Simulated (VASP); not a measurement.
# Yb in VASP: notebook

Yb is run at these levels: PBEsol, LDA, RPBE, r2SCAN+D4, SVWN5; tasks: single point.

Program: VASP 6.6.1. These are calculated values, not measurements. Logs are shortened: lines on timing, memory, paths and dates and some standing lists are left out, and cuts for length are marked.

### Step 1. The cell of the first run

It takes space group Fm-3m (No. 225, cubic). Conventional cell: a = 5.486 Å, b = 5.486 Å, c = 5.486 Å, α = 90.00°, β = 90.00°, γ = 90.00°. Within 5.1 Å of Yb (site symmetry m-3m) lie 12 Yb at 3.88 Å.

### Step 2. Single point, PBEsol, collinear spin, ferromagnetic start

Contents of INCAR:

```
SYSTEM = Yb
ALGO     = Fast           ! electronic algorithm
EDIFF    = 1E-6           ! SCF threshold, eV
ENCUT    = 520            ! plane-wave cutoff, eV
GGA      = PS             ! functional
ISIF     = 2              ! what is computed and relaxed
ISMEAR   = 0              ! smearing method
ISPIN    = 2              ! spin polarisation
LASPH    = .TRUE.         ! aspherical terms in the spheres
LCHARG   = .FALSE.        ! write CHGCAR
LMAXMIX  = 6              ! l up to which the mixer works
LORBIT   = 11             ! projections on sites
LREAL    = .FALSE.        ! projectors in reciprocal space
LWAVE    = .FALSE.        ! write WAVECAR
MAGMOM   = 1              ! initial moments
NBANDS   = 22             ! bands
NELM     = 150            ! most SCF steps
PREC     = Accurate       ! precision mode
SIGMA    = 0.1            ! smearing width, eV
```

Contents of KPOINTS:

```
k-points
0
G
  8 8 8
  0 0 0
```

Contents of POSCAR:

```
Yb
1.0
    0.0000000000      2.7431000000      2.7431000000
    2.7431000000      0.0000000000      2.7431000000
    2.7431000000      2.7431000000      0.0000000000
Yb
1
Direct
    0.0000000000      0.0000000000      0.0000000000
```

Potentials or basis: VASP PAW PBE potentials, release 64 (Yb).

The run is started by

```
$ cat potpaw_PBE.64/Yb/POTCAR > POTCAR
$ mpirun -np 1 vasp_std > vasp.out
```

OUTCAR:

```text
SYSTEM = Yb
   EDIFF = 1E-6
   ENCUT = 520
   GGA = PS
   ISIF = 2
   ISMEAR = 0
   ISPIN = 2
   LASPH = .TRUE.
   LORBIT = 11
   LREAL = .FALSE.
   NELM = 150
   PREC = Accurate

 ion  position               nearest neighbor table
   1  0.000  0.000  0.000-

  LATTYP: Found a face centered cubic cell.
 ALAT       =     5.4862000000

  Lattice vectors:

 A1 = (   0.0000000000,   2.7431000000,   2.7431000000)
 A2 = (   2.7431000000,   0.0000000000,   2.7431000000)
 A3 = (   2.7431000000,   2.7431000000,   0.0000000000)

Analysis of symmetry for initial positions (statically):
=====================================================================
 Subroutine PRICEL returns:
 Original cell was already a primitive cell.

 Routine SETGRP: Setting up the symmetry group for a
 face centered cubic supercell.

 Subroutine GETGRP returns: Found 48 space group operations
 (whereof 48 operations were pure point group operations)
 out of a pool of 48 trial point group operations.

The static configuration has the point symmetry O_h .

Analysis of symmetry for dynamics (positions and initial velocities):
=====================================================================
 Subroutine PRICEL returns:
 Original cell was already a primitive cell.

 Routine SETGRP: Setting up the symmetry group for a
 face centered cubic supercell.

 Subroutine GETGRP returns: Found 48 space group operations
 (whereof 48 operations were pure point group operations)
 out of a pool of 48 trial point group operations.

The dynamic configuration has the point symmetry O_h .

Analysis of structural, dynamic, and magnetic symmetry:
=====================================================================
 Subroutine PRICEL returns:
 Original cell was already a primitive cell.

 Routine SETGRP: Setting up the symmetry group for a
 face centered cubic supercell.

 Subroutine GETGRP returns: Found 48 space group operations
 (whereof 48 operations were pure point group operations)
 out of a pool of 48 trial point group operations.

The overall configuration has the point symmetry O_h .

 Subroutine INISYM returns: Found 48 space group operations
 (whereof 48 operations are pure point group operations),
 and found     1 'primitive' translations

----------------------------------------------------------------------------------------

                                     Primitive cell

  volume of cell :      41.2814

  direct lattice vectors                    reciprocal lattice vectors
     0.000000000  2.743100000  2.743100000    -0.182275528  0.182275528  0.182275528
     2.743100000  0.000000000  2.743100000     0.182275528 -0.182275528  0.182275528
     2.743100000  2.743100000  0.000000000     0.182275528  0.182275528 -0.182275528

  length of vectors
     3.879329223  3.879329223  3.879329223     0.315710475  0.315710475  0.315710475

  position of ions in fractional coordinates (direct lattice)
     0.000000000  0.000000000  0.000000000

  ion indices of the primitive-cell ions
   primitive index   ion index
                 1           1

----------------------------------------------------------------------------------------

 KPOINTS: k-points

Automatic generation of k-mesh.
 Grid dimensions read from file:
 generate k-points for:    8    8    8

 Generating k-lattice:

  Cartesian coordinates                     Fractional coordinates (reciprocal lattice)
    -0.022784441  0.022784441  0.022784441     0.125000000  0.000000000  0.000000000
     0.022784441 -0.022784441  0.022784441     0.000000000  0.125000000  0.000000000
     0.022784441  0.022784441 -0.022784441     0.000000000  0.000000000  0.125000000

  Length of vectors
     0.039463809  0.039463809  0.039463809

  Shift w.r.t. Gamma in fractional coordinates (k-lattice)
     0.000000000  0.000000000  0.000000000

 Subroutine IBZKPT returns following result:
 ===========================================

 Found     29 irreducible k-points:

 Following reciprocal coordinates:
            Coordinates               Weight
  0.000000  0.000000  0.000000      1.000000
  0.125000  0.000000  0.000000      8.000000
  0.250000  0.000000  0.000000      8.000000
  0.375000  0.000000  0.000000      8.000000
  0.500000  0.000000  0.000000      4.000000
  0.125000  0.125000  0.000000      6.000000
[... 16 lines left out ...]
  0.500000  0.250000  0.125000     48.000000
 -0.375000  0.250000  0.125000     24.000000
 [... further k-points ...]
   k-points           NKPTS =     29   k-points in BZ     NKDIM =     29   number of bands    NBANDS=     22
   number of dos      NEDOS =    301   number of ions     NIONS =      1
   total plane-waves  NPLWV =  27000
   dimension x,y,z NGX =    30 NGY =   30 NGZ =   30
   dimension x,y,z NGXF=    60 NGYF=   60 NGZF=   60
   ions per type =               1
   NGX,Y,Z   is equivalent  to a cutoff of  12.86, 12.86, 12.86 a.u.
   NGXF,Y,Z  is equivalent  to a cutoff of  25.71, 25.71, 25.71 a.u.
 SYSTEM =  Yb
   PREC   = accura    normal or accurate (medium, high low for compatibility)
   ISTART =      0    job   : 0-new  1-cont  2-samecut
   ICHARG =      2    charge: 1-file 2-atom 10-const
   ISPIN  =      2    spin polarized calculation?
   LNONCOLLINEAR =      F non collinear calculations
   LSORBIT =      F    spin-orbit coupling
   LASPH  =      T    aspherical Exc in radial PAW
   ENCUT  =  520.0 eV  38.22 Ry    6.18 a.u.   7.21  7.21  7.21*2*pi/ulx,y,z
   NELM   =    150;   NELMIN=  2; NELMDL= -5     # of ELM steps
   EDIFF  = 0.1E-05   stopping-criterion for ELM
   LREAL  =      F    real-space projection
   EDIFFG = 0.1E-04   stopping-criterion for IOM
   NSW    =      0    number of steps for IOM
   IBRION =     -1    ionic relax: 0-MD 1-quasi-New 2-CG
   NFREE  =      0    steps in history (QN), initial steepest desc. (CG)
   ISIF   =      2    stress and relaxation
   ISYM   =      2    0-nonsym 1-usesym 2-fastsym
   POTIM  = 0.5000    time-step for ionic-motion
   TEBEG  =    0.0;   TEEND  =   0.0 temperature during run
   PSTRESS=    0.0 pullay stress
   NELECT =      24.0000    total number of electrons
   NUPDOWN=      -1.0000    fix difference up-down
   EMIN   =  10.00;   EMAX   =-10.00  energy-range for DOS
   EFERMI =   0.00;   METHOD = LEGACY
   ISMEAR =     0;   SIGMA  =   0.10  broadening in eV -4-tet -1-fermi 0-gaus
   EFERMI_NEDOS =   21; number of points for ismear=-14 and -15
   IALGO  =     68    algorithm
   IMIX   =      4    mixing-type and parameters
     AMIX     =   0.40;   BMIX     =  1.00
     AMIX_MAG =   1.60;   BMIX_MAG =  1.00
  volume/ion in A,a.u.               =      41.28       278.58
  Fermi-wavevector in a.u.,A,eV,Ry     =   1.366345  2.582017 25.400687  1.866898
  Thomas-Fermi vector in A             =   2.492493
   LORBIT       =     11    0 simple, 1 ext, 2 COOP (PROOUT), +10 PAW based schemes
   GGA     = PS    functional components
   LHFCALC =     F    Hartree Fock is set to
   AEXX    =    0.0000 exact exchange contribution
   IVDW    =     0    specifies the selected vdW correction
   LEPSILON=     F    determine dielectric tensor
   LRPA    =     F    only Hartree local field effects (RPA)
 spin polarized calculation
 RMM-DIIS sequential band-by-band and
 Gauss-broadening in eV      SIGMA  =   0.10
  energy-cutoff  :      520.00
  volume of cell :       41.28
 maximum number of plane-waves:      1139
 NGX is ok and might be reduce to    30
   NGX = 15   NGY = 15   NGZ = 15

 number of electron      23.9999992 magnetization       0.0009543

 number of electron      23.9999992 magnetization      -0.0093841

 Free energy of the ion-electron system (eV)
  ---------------------------------------------------
  ext. energy  EPLUGINS =         0.00000000
  ---------------------------------------------------
  free energy    TOTEN  =        -3.80817156 eV

  energy without entropy =       -3.80363297  energy(sigma->0) =       -3.80590226

 E-fermi :   1.0537     XC(G=0):  -8.9640

 val. band max:        0.9607734855   @ k =  -0.3750   0.3750   0.0000
 cond. band min:       1.0918681256   @ k =  -0.3750   0.2500   0.1250
 fundamental gap:      0.1310946401
 Fermi energy:         1.0537107660

 spin component 1

 k-point     1 :       0.0000    0.0000    0.0000
  band No.  band energies     occupation
      1     -50.7684      1.00000
      2     -23.0262      1.00000
      3     -23.0262      1.00000
      4     -23.0262      1.00000
      5      -3.8208      1.00000
      6       0.6613      1.00000
[... 14 lines left out ...]
     21      12.3445      0.00000
     22      14.1225      0.00000

 k-point     2 :       0.1250    0.0000    0.0000
  band No.  band energies     occupation
      1     -50.7672      1.00000
      2     -23.0578      1.00000
      3     -23.0306      1.00000
      4     -23.0306      1.00000
      5      -3.5076      1.00000
      6       0.6649      1.00000
[... 14 lines left out ...]
     21      12.9536      0.00000
     22      15.2970      0.00000

 k-point     3 :       0.2500    0.0000    0.0000
  band No.  band energies     occupation
      1     -50.7642      1.00000
      2     -23.1331      1.00000
      3     -23.0411      1.00000
      4     -23.0411      1.00000
      5      -2.6362      1.00000
      6       0.6760      1.00000
[... 14 lines left out ...]
     21      14.0022      0.00000
     22      14.0023      0.00000
[... 476 lines left out ...]
 k-point    23 :       0.5000    0.2500    0.1250
  band No.  band energies     occupation
      1     -50.7596      1.00000
      2     -23.1914      1.00000
      3     -23.1035      1.00000
      4     -23.0669      1.00000
      5      -0.7315      1.00000
      6       0.7044      1.00000
[... 14 lines left out ...]
     21      12.9880      0.00000
     22      15.1982      0.00000

 k-point    24 :      -0.3750    0.2500    0.1250
  band No.  band energies     occupation
      1     -50.7586      1.00000
      2     -23.2084      1.00000
      3     -23.1109      1.00000
      4     -23.0736      1.00000
      5       0.1355      1.00000
      6       0.6863      1.00000
[... 14 lines left out ...]
     21      12.0897      0.00000
     22      16.8647      0.00000

 [... further k-points ...]

 spin component 2

 k-point     1 :       0.0000    0.0000    0.0000
  band No.  band energies     occupation
      1     -50.7723      1.00000
      2     -23.0290      1.00000
      3     -23.0290      1.00000
      4     -23.0290      1.00000
      5      -3.8213      1.00000
      6       0.6555      1.00000
[... 14 lines left out ...]
     21      12.3443      0.00000
     22      14.1231      0.00000

 k-point     2 :       0.1250    0.0000    0.0000
  band No.  band energies     occupation
      1     -50.7711      1.00000
      2     -23.0606      1.00000
      3     -23.0334      1.00000
      4     -23.0334      1.00000
      5      -3.5082      1.00000
      6       0.6591      1.00000
[... 14 lines left out ...]
     21      12.9534      0.00000
     22      15.2943      0.00000

 k-point     3 :       0.2500    0.0000    0.0000
  band No.  band energies     occupation
      1     -50.7681      1.00000
      2     -23.1359      1.00000
      3     -23.0439      1.00000
      4     -23.0439      1.00000
      5      -2.6368      1.00000
      6       0.6703      1.00000
[... 14 lines left out ...]
     21      14.0016      0.00000
     22      14.0016      0.00000
[... 476 lines left out ...]
 k-point    23 :       0.5000    0.2500    0.1250
  band No.  band energies     occupation
      1     -50.7635      1.00000
      2     -23.1941      1.00000
      3     -23.1063      1.00000
      4     -23.0697      1.00000
      5      -0.7322      1.00000
      6       0.6988      1.00000
[... 14 lines left out ...]
     21      12.9870      0.00000
     22      15.1974      0.00000

 k-point    24 :      -0.3750    0.2500    0.1250
  band No.  band energies     occupation
      1     -50.7625      1.00000
      2     -23.2112      1.00000
      3     -23.1137      1.00000
      4     -23.0764      1.00000
      5       0.1342      1.00000
      6       0.6814      1.00000
[... 14 lines left out ...]
     21      12.0889      0.00000
     22      16.8604      0.00000

 [... further k-points ...]
[... 5 lines left out ...]
  --------------------------------------------------------------------------------------
  -------------------------------------------------------------------------------------
  Total        0.7879209      0.7879209      0.7879209      0.0000000     -0.0000000      0.0000000
  in kB       30.5800556     30.5800556     30.5800556      0.0000000     -0.0000000      0.0000000
  external PRESSURE =      30.5800556 kB  Pullay stress =       0.0000000 kB

 VOLUME and BASIS-vectors are now :
 -----------------------------------------------------------------------------
  energy-cutoff  :      520.00
  volume of cell :       41.28
      direct lattice vectors                 reciprocal lattice vectors
     0.000000000  2.743100000  2.743100000    -0.182275528  0.182275528  0.182275528
     2.743100000  0.000000000  2.743100000     0.182275528 -0.182275528  0.182275528
     2.743100000  2.743100000  0.000000000     0.182275528  0.182275528 -0.182275528

 POSITION                                       TOTAL-FORCE (eV/Angst)
 -----------------------------------------------------------------------------------
      0.00000      0.00000      0.00000         0.000000      0.000000      0.000000
 -----------------------------------------------------------------------------------
    total drift:                               -0.000000     -0.000000     -0.000000

  FREE ENERGIE OF THE ION-ELECTRON SYSTEM (eV)
  ---------------------------------------------------
  free  energy   TOTEN  =        -3.8081715550 eV

  energy  without entropy=       -3.8036329666  energy(sigma->0) =       -3.80590226

 total charge

# of ion       s       p       d       f       tot
--------------------------------------------------
    1        2.214   5.975   0.207  13.647  22.044

 magnetization (x)

# of ion       s       p       d       f       tot
--------------------------------------------------
    1        0.000   0.000   0.000  -0.002  -0.001
```

Wall time 14 min (1 thread of AMD EPYC 7R13, shared host); peak memory 0.2 GiB.

What came out:

| Item | Value |
| --- | --- |
| Free energy | -3.8082 eV |
| Pressure | 3.1 GPa |
| Band gap on the k mesh | zero (filled and empty bands overlap) |
| Net moment | -0.01 μB per cell |
| Valence electrons inside the program's atomic spheres | Yb 22.04 |

Caveat: the PAW data sets were made with another functional, which shifts forces and pressure a little; spin-orbit coupling is left out, which moves the levels of the heavy elements. The state reached can hang on the start; a lower one may exist.

### Step 3. Single point, LDA, collinear spin, ferromagnetic start

INCAR, as its differences from that of step 2:

```diff
@@ -1,6 +1,6 @@
 SYSTEM = Yb
-ALGO     = Fast           ! electronic algorithm
+ALGO     = Normal         ! electronic algorithm
 EDIFF    = 1E-6           ! SCF threshold, eV
 ENCUT    = 520            ! plane-wave cutoff, eV
-GGA      = PS             ! functional
+GGA      = CA             ! functional
 ISIF     = 2              ! what is computed and relaxed
@@ -18,2 +18,2 @@
 PREC     = Accurate       ! precision mode
-SIGMA    = 0.1            ! smearing width, eV
+SIGMA    = 0.02           ! smearing width, eV
```

KPOINTS is that of step 2.

POSCAR is that of step 2.

Potentials or basis: VASP PAW PBE potentials, release 64 (Yb).

The run is started by

```
$ cat potpaw_PBE.64/Yb/POTCAR > POTCAR
$ mpirun -np 1 vasp_std > vasp.out
```

It took 4.5 min on 1 thread of AMD EPYC 7R13, shared host; peak memory 0.17 GiB.

The run converged. Its results:

```yaml
Free_energy: -3.9651 eV
Pressure: -5.5 GPa
Band_gap_on_the_k_mesh: zero (filled and empty bands touch)
Net_moment: 0.00 μB per cell
Valence_electrons_inside_the_program's_atomic_spheres: Yb 22.02
```

Levels at points of the mesh, in eV from the Fermi level:
Spin up:
| k point | band 9 | band 10 | band 11 | band 12 | band 13 | band 14 | band 15 | band 16 |
| --- | --- | --- | --- | --- | --- | --- | --- | --- |
| (0.00, 0.00, 0.00) | -0.41 | -0.33 | -0.33 | -0.33 | 2.53 | 2.53 | 2.53 | 4.35 |
| (0.50, 0.00, 0.00) | -0.42 | -0.35 | -0.35 | -0.33 | 0.15 | 2.36 | 2.36 | 5.68 |
| (0.50, 0.50, 0.00) | -0.41 | -0.38 | -0.36 | -0.36 | 0.15 | 1.30 | 5.69 | 6.06 |
Spin down:
| k point | band 8 | band 9 | band 10 | band 11 | band 12 | band 13 | band 14 | band 15 | band 16 | band 17 |
| --- | --- | --- | --- | --- | --- | --- | --- | --- | --- | --- |
| (0.00, 0.00, 0.00) | -0.41 | -0.41 | -0.33 | -0.33 | -0.33 | 2.53 | 2.53 | 2.53 | 4.35 | 4.35 |
| (0.50, 0.00, 0.00) | -0.42 | -0.42 | -0.35 | -0.35 | -0.33 | 0.15 | 2.36 | 2.36 | 5.68 | 5.68 |
| (0.50, 0.50, 0.00) | -0.41 | -0.41 | -0.38 | -0.36 | -0.36 | 0.15 | 1.30 | 5.69 | 6.06 | 6.07 |

Caveat: the PAW data sets were made with another functional, which shifts forces and pressure a little; spin-orbit coupling is left out, which moves the levels of the heavy elements. The state reached can hang on the start; a lower one may exist.

### Step 4. Single point, RPBE, collinear spin, ferromagnetic start

Contents of INCAR:

```
SYSTEM = Yb
PREC     = Accurate       ! precision mode
ENCUT    = 520            ! plane-wave cutoff, eV
EDIFF    = 1E-6           ! SCF threshold, eV
ISMEAR   = 0              ! smearing method
SIGMA    = 0.02           ! smearing width, eV
LREAL    = .FALSE.        ! projectors in reciprocal space
LASPH    = .TRUE.         ! aspherical terms in the spheres
NELM     = 150            ! most SCF steps
ALGO     = Normal         ! electronic algorithm
ISIF     = 2              ! what is computed and relaxed
LWAVE    = .FALSE.        ! write WAVECAR
LCHARG   = .FALSE.        ! write CHGCAR
ISPIN    = 2              ! spin polarisation
MAGMOM   = 1              ! initial moments
LORBIT   = 11             ! projections on sites
LMAXMIX  = 6              ! l up to which the mixer works
GGA      = RP             ! functional
NBANDS   = 22             ! bands
```

Contents of KPOINTS:

```
regular mesh
0
G
  8 8 8
  0 0 0
```

POSCAR is that of step 3.

The run is started by

```
$ cat potpaw_PBE.64/Yb/POTCAR > POTCAR
$ mpirun -np 1 vasp_std > vasp.out
```

It took 14 min on 1 thread of AMD EPYC 7R13, shared host; peak memory 0.2 GiB.

Results (log left out):

```yaml
Free_energy: -3.2844 eV
Pressure: -1.9 GPa
Band_gap_on_the_k_mesh: zero (filled and empty bands overlap)
Net_moment: -0.02 μB per cell
Valence_electrons_inside_the_program's_atomic_spheres: Yb 22.10
```

Levels at points of the mesh, in eV from the Fermi level:
Spin up:
```csv
k point,band 9,band 10,band 11,band 12,band 13,band 14,band 15,band 16
"(0.00, 0.00, 0.00)",-0.33,-0.26,-0.26,-0.26,2.79,2.79,2.79,4.64
"(0.50, 0.00, 0.00)",-0.34,-0.27,-0.27,-0.26,0.11,2.59,2.59,5.97
"(0.50, 0.50, 0.00)",-0.33,-0.29,-0.28,-0.28,0.32,1.28,5.98,6.36
```
Spin down:
| k point | band 8 | band 9 | band 10 | band 11 | band 12 | band 13 | band 14 | band 15 | band 16 | band 17 |
| --- | --- | --- | --- | --- | --- | --- | --- | --- | --- | --- |
| (0.00, 0.00, 0.00) | -0.33 | -0.33 | -0.26 | -0.26 | -0.26 | 2.78 | 2.78 | 2.78 | 4.63 | 4.63 |
| (0.50, 0.00, 0.00) | -0.34 | -0.34 | -0.27 | -0.27 | -0.26 | 0.09 | 2.58 | 2.58 | 5.96 | 5.96 |
| (0.50, 0.50, 0.00) | -0.34 | -0.33 | -0.29 | -0.28 | -0.28 | 0.31 | 1.26 | 5.98 | 6.36 | 6.36 |

Caveat: the PAW data sets were made with another functional, which shifts forces and pressure a little; spin-orbit coupling is left out, which moves the levels of the heavy elements.

(Part 1 of 2 ends here.)
